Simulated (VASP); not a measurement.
Set up this calculation in VASP 6.6.1, as the native input.

| Item | Value |
| --- | --- |
| Task | single point |
| Functional | PBE |
| Potentials or basis | VASP PAW PBE potentials, release 64 (In_d, Se) |
| Cutoff | 520 eV |
| k mesh | 8 × 8 × 6 |
| Occupations | gaussian, width 0.05 eV |
| Spin | no spin polarisation |
| Dipole correction | no |
| Further INCAR settings | ALGO = Normal; EDIFF = 1e-06; NBANDS = 27 |

The structure of InSe lies in POSCAR:

```
InSe
1.0
    5.6932864856     -2.0383523604     -0.1892107327
    5.6932864856      2.0383523604     -0.1892107327
   -1.7010794645      0.0000000000      5.5875955855
In Se
2 2
Direct
    0.8838990171      0.8919028941      0.0533034054
    0.1080971059      0.1161009829      0.9466965946
    0.6721477865      0.6605107405      0.6952062322
    0.3394892595      0.3278522135      0.3047937678
```

This cell differs from its parent crystal: atoms displaced along a vibrational mode, the cell strained.

One way to write it, as run:

INCAR

```
SYSTEM = InSe
PREC = Accurate ; ENCUT = 520
EDIFF = 1E-6 ; ISMEAR = 0
SIGMA = 0.05 ; LREAL = .False.
LASPH = .True. ; NELM = 80
ALGO = Normal ; ISIF = 2
LWAVE = .False. ; LCHARG = .False.
GGA = PE ; NBANDS = 27
```

KPOINTS

```
regular mesh
0
Gamma
  8 8 6
  0 0 0
```

Potentials or basis: VASP PAW PBE potentials, release 64 (In_d, Se).

Run with:

```console
$ cat potpaw_PBE.64/In_d/POTCAR potpaw_PBE.64/Se/POTCAR > POTCAR
$ mpirun -np 1 vasp_std > vasp.out
```

It gave:

```json
{"Pressure": "0.3 GPa", "Largest force": "0.172 eV/Å", "Band gap on the k mesh": "1.14 eV (least direct gap 1.28 eV)"}
```

Caveat: the cell differs from its parent crystal (atoms displaced along a vibrational mode, the cell strained); spin-orbit coupling is left out, which moves the levels of the heavy elements.

Wall time 9.6 min on 1 thread of Intel Xeon 8259CL, with other jobs on the host, peak memory 0.54 GiB.
